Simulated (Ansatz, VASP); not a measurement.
BaTe: VASP beside Ansatz

The input INCAR:

```
  PREC = Accurate
  ENCUT = 520
  EDIFF = 1E-6
  ISMEAR = -1
  SIGMA = 0.05
  LREAL = F
  LASPH = T
  NELM = 100
  ALGO = Normal
  ISIF = 2
  LWAVE = F
  LCHARG = T
  GGA = PS
  LELF = T
  LVHAR = T
  NBANDS = 15
```

File KPOINTS:

```
regular mesh
0
Gamma
  10 10 10
```

Contents of POSCAR:

```
BaTe
1.0
    0.0000000000      3.4100000000      3.4100000000
    3.4100000000      0.0000000000      3.4100000000
    3.4100000000      3.4100000000      0.0000000000
Ba Te
1 1
Direct
    0.0000000000      0.0000000000      0.0000000000
    0.5000000000      0.5000000000      0.5000000000
```

Input for Ansatz:

```yaml
crystal:
  lattice:
    - [0.0, 3.41, 3.41]
    - [3.41, 0.0, 3.41]
    - [3.41, 3.41, 0.0]
  atoms:
    - { symbol: Ba, position: [0.0, 0.0, 0.0] }
    - { symbol: Te, position: [0.5, 0.5, 0.5] }
kpoints:
  mp_grid: { grid: [10, 10, 10] }
  band_path:
    path:
      - [0.0, 0.0, 0.0]
      - [0.5, 0.0, 0.5]
      - [0.625, 0.25, 0.625]
      - [0.375, 0.375, 0.75]
      - [0.0, 0.0, 0.0]
      - [0.5, 0.5, 0.5]
      - [0.5, 0.25, 0.75]
      - [0.5, 0.0, 0.5]
    npoints: 14
scf:
  occupations: { method: fermi_dirac, width: 0.05 }
hamiltonian:
  xc: pbesol
  pseudopotentials: { kind: all_electron, lapw: { basis_error: 0.00025 } }
output:
  forces: true
  stress: true
  eigenvalues: true
  populations: true
  dos: { projected: true, de: 0.2, e_range: [-14, 8] }
```

Alike in both runs: task single point; functional PBEsol; k mesh 10 × 10 × 10; occupations fermi-dirac, width 0.05 eV; no spin polarisation.

|  | VASP | Ansatz |
| --- | --- | --- |
| version | VASP 6.6.1 | Ansatz 0.2.0 |
| potentials or method | VASP PAW PBE potentials, release 64 (Ba_sv, Te), cutoff 520 eV | all-electron LAPW, scalar-relativistic |

Ansatz gave:

| Property | Result |
| --- | --- |
| pressure (GPa) | 1.9 |

Q: What did VASP give for the same quantities?

A: Pressure (GPa): 2.4.

VASP's potentials were made for PBE, not for PBEsol. Ansatz ran all-electron here, and VASP with PAW potentials.

Neither program's run includes spin-orbit coupling.
